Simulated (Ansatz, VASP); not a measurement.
Two plane-wave programs on TiAl

File POSCAR:

```
TiAl
1.0
    2.7251672016      0.0000000000      0.0000000000
   -1.3625836008      2.3600640261      0.0000000000
    0.0000000000      0.0000000000      4.6338675649
Ti Al
1 1
Direct
    0.0000000000      0.0000000000      0.0000000000
    0.3333333333      0.6666666667      0.5000000000
```

Contents of INCAR.step1:

```
ALGO = Normal
EDIFF = 1E-4
ENCUT = 520
GGA = PE
ISMEAR = 0
LASPH = T
LCHARG = F
LREAL = F
LWAVE = T
NBANDS = 14
NELM = 80
PREC = Accurate
SIGMA = 0.15
```

The input INCAR.step2:

```
ALGO = Normal
EDIFF = 1E-7
ENCUT = 520
ISIF = 2
ISMEAR = 0
ISTART = 1
LASPH = T
LCHARG = F
LMIXTAU = T
LREAL = F
LWAVE = F
METAGGA = R2SCAN
NBANDS = 14
NELM = 80
PREC = Accurate
SIGMA = 0.15
```

The input KPOINTS:

```
k-points
0
Gamma
  24 24 14
```

Input for Ansatz:

```yaml
crystal:
  lattice:
    - [2.7251672016, 0.0, 0.0]
    - [-1.3625836008, 2.3600640261, 0.0]
    - [0.0, 0.0, 4.6338675649]
  atoms:
    - { symbol: Ti, position: [0.0, 0.0, 0.0] }
    - { symbol: Al, position: [0.3333333333, 0.6666666667, 0.5] }
basis:
  ecutwfc: 500
kpoints:
  mp_grid: { grid: [24, 24, 14] }
hamiltonian:
  xc: r2scan
scf:
  occupations: { method: gaussian, width: 0.15 }
output:
  forces: true
  stress: true
  eigenvalues: true
```

Change from the starting cell: strain -0.0500 x Voigt [1, 1, 0, 0, 0, 0], atoms carried along.

Alike in both runs: task single point; functional r2SCAN; k mesh 24 × 24 × 14; occupations gaussian, width 0.15 eV; no spin polarisation.

|  | VASP | Ansatz |
| --- | --- | --- |
| version | VASP 6.6.1 | Ansatz 0.2.0 |
| potentials or method | VASP PAW PBE potentials, release 64 (Ti_sv, Al), cutoff 520 eV | scalar-relativistic, plane waves, PAW |
| valence electrons in the cell | 15 | 15 |

```csv
,VASP,Ansatz,Ansatz less VASP
gap on the k mesh at the Fermi level (eV),none,none,-
pressure (GPa),13.5,13.3,-0.15
"traceless stress, the component that is largest in VASP (GPa)",-5.66,-5.67,-0.015
```

VASP's potentials were made for PBE, not for r2SCAN. A gap of «none» marks a metal or a gap that the smearing closes.
